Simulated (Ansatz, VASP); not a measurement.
P: VASP beside Ansatz

```
P
1.0
     4.06102    0.00000    0.00000
    -2.03051    3.51695    0.00000
     0.00000    0.00000    2.32668
P
2
Direct
  0.33333 0.66667 0.00000
  0.66667 0.33333 0.00000
```

Alike in both runs: functional r2SCAN; k mesh 15 × 15 × 24; occupations gaussian, width 0.1 eV; no spin polarisation.

Ansatz relaxed the structure, and its values are those at the end. VASP's run is a single point on that final structure, the one shown.

|  | VASP | Ansatz |
| --- | --- | --- |
| version | VASP 6.6.1 | Ansatz 0.2.0 |
| potentials or method | VASP PAW PBE potentials, release 64 (P), cutoff 520 eV | scalar-relativistic, plane waves, PAW |
| valence electrons in the cell | 10 | 10 |

VASP gave:

| Property | Result |
| --- | --- |
| gap on the k mesh at the Fermi level (eV) | none |
| pressure (GPa) | -0.5 |

Which values does Ansatz return?

gap on the k mesh at the Fermi level (eV): none; pressure (GPa): 0.0.

VASP's potentials were made for PBE, not for r2SCAN. A gap of «none» marks a metal or a gap that the smearing closes. The functional is the same, so the differences come from potentials, cutoffs and numerics.
